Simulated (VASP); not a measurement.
# Te2Mo (Cm) in VASP: notebook

The runs below take Te2Mo through single point, with PBE+D3(BJ).

Program: VASP 6.6.1. These are calculated values, not measurements. Logs are shortened: lines on timing, memory, paths and dates and some standing lists are left out, and cuts for length are marked.

## (1) The cell of the first run

Symmetry: Cm, No. 8, monoclinic system. Conventional cell: a = 6.056 Å, b = 3.496 Å, c = 13.701 Å, α = 90.00°, β = 90.00°, γ = 90.00°. Te (site symmetry m) has 3 Mo at 2.72 Å and 6 Te at 3.50 Å within 3.6 Å. Te (site symmetry m) has 3 Mo at 2.88 to 3.32 Å and 10 Te at 3.50 to 3.80 Å within 3.8 Å. Within 3.6 Å of Te (site symmetry m) lie 3 Mo at 2.72 Å and 6 Te at 3.50 Å. Within 3.1 Å of Te (site symmetry m) lie 3 Mo at 2.32 to 2.84 Å. Within 3.1 Å of Mo (site symmetry m) lie 5 Te at 2.32 to 2.88 Å. Within 3.6 Å of Mo (site symmetry m) lie 6 Te at 2.72 Å and 6 Mo at 3.50 Å.

## (2) Single point, PBE+D3(BJ) (atom 5 (Mo) moved -0.600 Å towards its neighbour atom 2 (Te) at 2.716 Å)

INCAR reads:

```
PREC = Accurate ; ENCUT = 520
EDIFF = 1E-7 ; ISMEAR = 0
SIGMA = 0.05 ; LREAL = F
LASPH = T ; NELM = 80
ALGO = Normal ; ISIF = 2
LWAVE = F ; LCHARG = F
GGA = PE ; IVDW = 12
NBANDS = 35
```

KPOINTS reads:

```
Automatic mesh
0
Gamma
  12 12 2
```

POSCAR reads:

```
Te2Mo
1.0
    3.4964011497      0.0000000000      0.0000000000
   -1.7482005748      3.0279722174      0.0000000000
    0.0000000000      0.0000000000     13.7008448353
Te Mo
4 2
Direct
    0.3333333333      0.6666666667      0.6173401526
    0.6666666667      0.3333333333      0.1173401526
    0.3333333333      0.6666666667      0.8826598474
    0.6666666667      0.3333333333      0.3826598474
    0.4805909771      0.7402954886      0.2793027648
    0.6666666667      0.3333333333      0.7500000000
```

Potentials or basis: VASP PAW PBE potentials, release 64 (Te, Mo_sv).

Command:

```
$ cat potpaw_PBE.64/Te/POTCAR potpaw_PBE.64/Mo_sv/POTCAR > POTCAR
$ mpirun -np 1 vasp_std > vasp.out
```

OUTCAR:

```text
PREC = Accurate
   ENCUT = 520
   EDIFF = 1E-7
   ISMEAR = 0
   LREAL = F
   LASPH = T
   NELM = 80
   ISIF = 2
   GGA = PE
   IVDW = 12
 IVDW          = 12

 ion  position               nearest neighbor table
   1  0.333  0.667  0.617-   6 2.72   6 2.72   6 2.72   3 3.64
   2  0.667  0.333  0.117-   5 2.88   5 2.88   5 3.32   4 3.64
   3  0.333  0.667  0.883-   6 2.72   6 2.72   6 2.72   1 3.64
   4  0.667  0.333  0.383-   5 2.32   5 2.32   5 2.84   2 3.64
   5  0.481  0.740  0.279-   4 2.32   4 2.32   4 2.84   2 2.88   2 2.88   2 3.32
   6  0.667  0.333  0.750-   1 2.72   3 2.72   1 2.72   3 2.72   1 2.72   3 2.72

  LATTYP: Found a hexagonal cell.
 ALAT       =     3.4964011497
 C/A-ratio  =     3.9185563237

  Lattice vectors:

 A1 = (   3.4964011497,   0.0000000000,   0.0000000000)
 A2 = (  -1.7482005748,   3.0279722174,   0.0000000000)
 A3 = (   0.0000000000,   0.0000000000,  13.7008448353)

Analysis of symmetry for initial positions (statically):
=====================================================================
 Subroutine PRICEL returns:
 Original cell was already a primitive cell.

 Routine SETGRP: Setting up the symmetry group for a
 hexagonal supercell.

 Subroutine GETGRP returns: Found  2 space group operations
 (whereof  2 operations were pure point group operations)
 out of a pool of 24 trial point group operations.

The static configuration has the point symmetry C_1h.

Analysis of symmetry for dynamics (positions and initial velocities):
=====================================================================
 Subroutine PRICEL returns:
 Original cell was already a primitive cell.

 Routine SETGRP: Setting up the symmetry group for a
 hexagonal supercell.

 Subroutine GETGRP returns: Found  2 space group operations
 (whereof  2 operations were pure point group operations)
 out of a pool of 24 trial point group operations.

The dynamic configuration has the point symmetry C_1h.

 Subroutine INISYM returns: Found  2 space group operations
 (whereof  2 operations are pure point group operations),
 and found     1 'primitive' translations

----------------------------------------------------------------------------------------

                                     Primitive cell
[... 98 lines left out ...]
   NELM   =     80;   NELMIN=  2; NELMDL= -5     # of ELM steps
   EDIFF  = 0.1E-06   stopping-criterion for ELM
   LREAL  =      F    real-space projection
   EDIFFG = 0.1E-05   stopping-criterion for IOM
   NSW    =      0    number of steps for IOM
   IBRION =     -1    ionic relax: 0-MD 1-quasi-New 2-CG
   NFREE  =      0    steps in history (QN), initial steepest desc. (CG)
   ISIF   =      2    stress and relaxation
   ISYM   =      2    0-nonsym 1-usesym 2-fastsym
   POTIM  = 0.5000    time-step for ionic-motion
   TEBEG  =    0.0;   TEEND  =   0.0 temperature during run
   PSTRESS=    0.0 pullay stress
   NELECT =      52.0000    total number of electrons
   NUPDOWN=      -1.0000    fix difference up-down
   EMIN   =  10.00;   EMAX   =-10.00  energy-range for DOS
   EFERMI =   0.00;   METHOD = LEGACY
   ISMEAR =     0;   SIGMA  =   0.05  broadening in eV -4-tet -1-fermi 0-gaus
   EFERMI_NEDOS =   21; number of points for ismear=-14 and -15
   IALGO  =     38    algorithm
   IMIX   =      4    mixing-type and parameters
     AMIX     =   0.40;   BMIX     =  1.00
     AMIX_MAG =   1.60;   BMIX_MAG =  1.00
  volume/ion in A,a.u.               =      24.18       163.14
  Fermi-wavevector in a.u.,A,eV,Ry     =   1.162972  2.197698 18.401920  1.352503
  Thomas-Fermi vector in A             =   2.299527
   LORBIT       =      0    0 simple, 1 ext, 2 COOP (PROOUT), +10 PAW based schemes
   GGA     = PE    functional components
   LHFCALC =     F    Hartree Fock is set to
   AEXX    =    0.0000 exact exchange contribution
   IVDW    =    12    specifies the selected vdW correction
   LEPSILON=     F    determine dielectric tensor
   LRPA    =     F    only Hartree local field effects (RPA)
 non-spin polarized calculation
 Gauss-broadening in eV      SIGMA  =   0.05
  energy-cutoff  :      520.00
  volume of cell :      145.05
 maximum number of plane-waves:      3974
 NGX is ok and might be reduce to    28
   NGX = 13   NGY = 13   NGZ = 51

 number of electron      51.9999999 magnetization

 Free energy of the ion-electron system (eV)
  ---------------------------------------------------
  ext. energy  EPLUGINS =         0.00000000
  ---------------------------------------------------
  free energy    TOTEN  =       -32.91166102 eV

  energy without entropy =      -32.90868472  energy(sigma->0) =      -32.91017287

 E-fermi :   9.0513     XC(G=0): -10.6264

 val. band max:        9.0392574283   @ k =   0.0000   0.5000   0.5000
 cond. band min:       9.0562002242   @ k =  -0.2500   0.5000   0.0000
 fundamental gap:      0.0169427959
 Fermi energy:         9.0513471349

 k-point     1 :       0.0000    0.0000    0.0000
  band No.  band energies     occupation
      1     -52.1811      2.00000
      2     -51.9819      2.00000
      3     -26.3635      2.00000
      4     -26.3065      2.00000
      5     -26.2484      2.00000
      6     -26.2162      2.00000
[... 901 lines left out ...]
     34      12.5556      0.00000
     35      13.0932      0.00000

 [... further k-points ...]

------------------------ aborting loop because EDIFF is reached ----------------------------------------

 Edisp (eV)   -3.32792

 E8    (eV) :    -1.5341

  FORCE on cell =-STRESS in cart. coord.  units (eV):
  Direction    XX          YY          ZZ          XY          YZ          ZX
  --------------------------------------------------------------------------------------
  -------------------------------------------------------------------------------------
  Total       2.40016     9.45359     7.81067    -6.10845     1.78181     3.08618
  in kB      26.51128   104.42078    86.27364   -67.47160    19.68120    34.08879
  external pressure =       72.40 kB  Pullay stress =        0.00 kB

 VOLUME and BASIS-vectors are now :
 -----------------------------------------------------------------------------
  energy-cutoff  :      520.00
  volume of cell :      145.05
      direct lattice vectors                 reciprocal lattice vectors
     3.496401150  0.000000000  0.000000000     0.286008372  0.165127010  0.000000000
    -1.748200575  3.027972217  0.000000000     0.000000000  0.330254021  0.000000000
     0.000000000  0.000000000 13.700844835     0.000000000  0.000000000  0.072988200

 POSITION                                       TOTAL-FORCE (eV/Angst)
 -----------------------------------------------------------------------------------
     -0.00000      2.01865      8.45808         0.015565      0.008986     -0.063706
      1.74820      1.00932      1.60766         0.709225      0.409471      1.123497
     -0.00000      2.01865     12.09319         0.023333      0.013471      0.039507
      1.74820      1.00932      5.24276         3.427138      1.978659      7.681786
      0.38615      2.24159      3.82668        -4.191269     -2.419830     -8.775131
      1.74820      1.00932     10.27563         0.016008      0.009242     -0.005954
 -----------------------------------------------------------------------------------
    total drift:                                0.000187      0.000108      0.000164

  FREE ENERGIE OF THE ION-ELECTRON SYSTEM (eV)
  ---------------------------------------------------
  free  energy   TOTEN  =       -36.2395808938 eV

  energy  without entropy=      -36.2366045983  energy(sigma->0) =      -36.23809275
```

Wall time 6 min (1 thread of Intel Xeon 6975P-C (Granite Rapids), shared host); peak memory 0.53 GiB.

What came out:

- Free energy: -36.2396 eV
- Pressure: 7.2 GPa
- Largest force: 10.021 eV/Å
- Band gap on the k mesh: zero (band 26 reaches 9.86 eV, above the bottom of band 27 at 8.86 eV)
- Dispersion energy per atom: -0.555 eV

Forces on the atoms (eV/Å):
```
Te   0.016  0.009 -0.064
Te   0.709  0.409  1.123
Te   0.023  0.013  0.040
Te   3.427  1.979  7.682
Mo  -4.191 -2.420 -8.775
Mo   0.016  0.009 -0.006
```

Levels at points of the mesh, in eV from the Fermi level:
```csv
k point,band 22,band 23,band 24,band 25,band 26,band 27,band 28,band 29,band 30,band 31
"(0.00, 0.00, 0.00)",-1.43,-1.43,-0.92,-0.43,0.80,1.69,1.85,2.45,2.56,2.58
"(0.50, 0.00, 0.00)",-2.11,-1.47,-0.97,-0.54,-0.36,0.74,0.76,0.92,1.19,1.73
"(0.00, 0.50, 0.00)",-2.37,-1.65,-1.46,-0.89,0.01,0.29,0.91,0.98,1.29,1.57
"(0.00, 0.00, 0.50)",-1.43,-1.43,-0.89,-0.44,0.73,1.69,1.85,2.43,2.58,2.63
"(0.50, 0.00, 0.50)",-2.13,-1.49,-0.89,-0.63,-0.43,0.74,0.86,0.91,1.32,1.70
"(0.00, 0.50, 0.50)",-2.42,-1.71,-1.40,-0.87,-0.01,0.30,0.90,1.07,1.24,1.64
```

Caveat: the cell differs from its parent crystal (atom 5 (Mo) moved -0.600 Å towards its neighbour atom 2 (Te) at 2.716 Å); spin-orbit coupling is left out, which moves the levels of the heavy elements; forces of over 1 eV/Å act on the atoms, so gaps and moduli don't describe the material at rest.

## (3) Single point, PBE+D3(BJ) (atom 5 (Mo) moved +0.450 Å towards its neighbour atom 2 (Te) at 2.716 Å)

INCAR reads:

```
SYSTEM = Te2Mo
PREC = Accurate ; ENCUT = 520
EDIFF = 1E-6 ; ISMEAR = 0
SIGMA = 0.05 ; LREAL = .FALSE.
LASPH = .TRUE. ; NELM = 100
ALGO = Normal ; ISIF = 2
LWAVE = .FALSE. ; LCHARG = .FALSE.
GGA = PE ; IVDW = 12
NBANDS = 35
```

KPOINTS reads:

```
Automatic mesh
0
G
  12 12 2
  0 0 0
```

POSCAR: that of step 2 with these lines changed.

```diff
@@ -12,3 +12,3 @@
     0.6666666667      0.3333333333      0.3826598474
-    0.4805909771      0.7402954886      0.2793027648
+    0.2228901005      0.6114450502      0.2280229264
     0.6666666667      0.3333333333      0.7500000000
```

Potentials or basis: VASP PAW PBE potentials, release 64 (Te, Mo_sv).

Command:

```
$ cat potpaw_PBE.64/Te/POTCAR potpaw_PBE.64/Mo_sv/POTCAR > POTCAR
$ mpirun -np 1 vasp_std > vasp.out
```

Wall time 4.5 min (1 thread of Intel Xeon 6975P-C (Granite Rapids), shared host); peak memory 0.51 GiB.

Results (log left out):

```yaml
Free_energy: -37.2436 eV
Pressure: 5.0 GPa
Largest_force: 9.932 eV/Å
Band_gap_on_the_k_mesh: zero (band 26 reaches 9.40 eV, above the bottom of band 27 at 9.01 eV)
Dispersion_energy_per_atom: -0.554 eV
```

Forces in eV/Å, atoms in the order of the input:
```
Te  -0.022 -0.013 -0.038
Te  -4.748 -2.741 -6.224
Te  -0.022 -0.013  0.065
Te  -0.881 -0.509 -1.214
Mo   5.699  3.290  7.439
Mo  -0.025 -0.015 -0.028
```

Stress tensor (GPa, compression positive):
```
6.41 3.93 5.89
3.93 1.87 3.40
5.89 3.40 6.82
```

Levels at points of the mesh, in eV from the Fermi level:
```tsv
k point	band 24	band 25	band 26	band 27	band 28	band 29
(0.00, 0.00, 0.00)	-0.94	-0.75	0.28	1.59	2.00	2.49
(0.50, 0.00, 0.00)	-1.53	-1.05	-0.58	0.49	0.75	0.84
(0.00, 0.50, 0.00)	-1.42	-0.95	-0.19	0.63	0.84	0.89
(0.00, 0.00, 0.50)	-0.93	-0.75	0.23	1.58	2.01	2.48
(0.50, 0.00, 0.50)	-1.49	-0.95	-0.68	0.49	0.83	0.89
(0.00, 0.50, 0.50)	-1.39	-0.94	-0.21	0.65	0.83	0.99
```

Caveat: the cell differs from its parent crystal (atom 5 (Mo) moved +0.450 Å towards its neighbour atom 2 (Te) at 2.716 Å); spin-orbit coupling is left out, which moves the levels of the heavy elements; forces of over 1 eV/Å act on the atoms, so gaps and moduli don't describe the material at rest.

## (4) Single point, PBE+D3(BJ) (atom 5 (Mo) moved -0.300 Å towards its neighbour atom 2 (Te) at 2.716 Å)

INCAR reads:

```
PREC = Accurate ; ENCUT = 520
EDIFF = 1E-7 ; ISMEAR = 0
SIGMA = 0.05 ; LREAL = False
LASPH = True ; NELM = 100
ALGO = Normal ; ISIF = 2
LWAVE = False ; LCHARG = True
GGA = PE ; IVDW = 12
LELF = True ; LVHAR = True
NBANDS = 35
```

KPOINTS reads:

```
Automatic mesh
0
Gamma
  12 12 2
```

POSCAR: that of step 3 with these lines changed.

```diff
@@ -12,3 +12,3 @@
     0.6666666667      0.3333333333      0.3826598474
-    0.2228901005      0.6114450502      0.2280229264
+    0.4069621552      0.7034810776      0.2646513824
     0.6666666667      0.3333333333      0.7500000000
```

Command:

```
$ cat potpaw_PBE.64/Te/POTCAR potpaw_PBE.64/Mo_sv/POTCAR > POTCAR
$ mpirun -np 1 vasp_std > vasp.out
```

Run time: 4.9 min. Hardware: 1 thread of Intel Xeon 6975P-C (Granite Rapids), shared host; peak memory 0.53 GiB.

It converged, with:

```
Free energy                : -38.4567 eV
Pressure                   : 1.9 GPa
Largest force              : 5.331 eV/Å
Dispersion energy per atom : -0.554 eV
```

Forces in eV/Å, atoms in the order of the input:
```
Te   0.011  0.006 -0.048
Te   0.772  0.446  1.238
Te   0.014  0.008  0.002
Te   1.717  0.992  3.177
Mo  -2.533 -1.462 -4.458
Mo   0.018  0.011  0.088
```

Stress tensor (GPa, compression positive):
```
 0.39 -1.99  1.31
-1.99  2.69  0.76
 1.31  0.76  2.71
```

Levels at points of the mesh, in eV from the Fermi level:
```tsv
k point	band 23	band 24	band 25	band 26	band 27	band 28	band 29	band 30
(0.00, 0.00, 0.00)	-1.50	-0.97	-0.80	0.00	1.77	2.14	2.50	2.51
(0.50, 0.00, 0.00)	-1.54	-1.15	-1.12	-0.74	0.79	0.88	0.91	1.32
(0.00, 0.50, 0.00)	-1.79	-1.53	-0.99	-0.46	0.63	0.84	0.92	1.29
(0.00, 0.00, 0.50)	-1.50	-0.90	-0.80	-0.02	1.76	2.14	2.48	2.53
(0.50, 0.00, 0.50)	-1.54	-1.14	-0.98	-0.89	0.81	0.84	1.11	1.20
(0.00, 0.50, 0.50)	-1.80	-1.49	-0.93	-0.53	0.63	0.83	1.08	1.17
```

Caveat: the cell differs from its parent crystal (atom 5 (Mo) moved -0.300 Å towards its neighbour atom 2 (Te) at 2.716 Å); spin-orbit coupling is left out, which moves the levels of the heavy elements; forces of over 1 eV/Å act on the atoms, so gaps and moduli don't describe the material at rest.
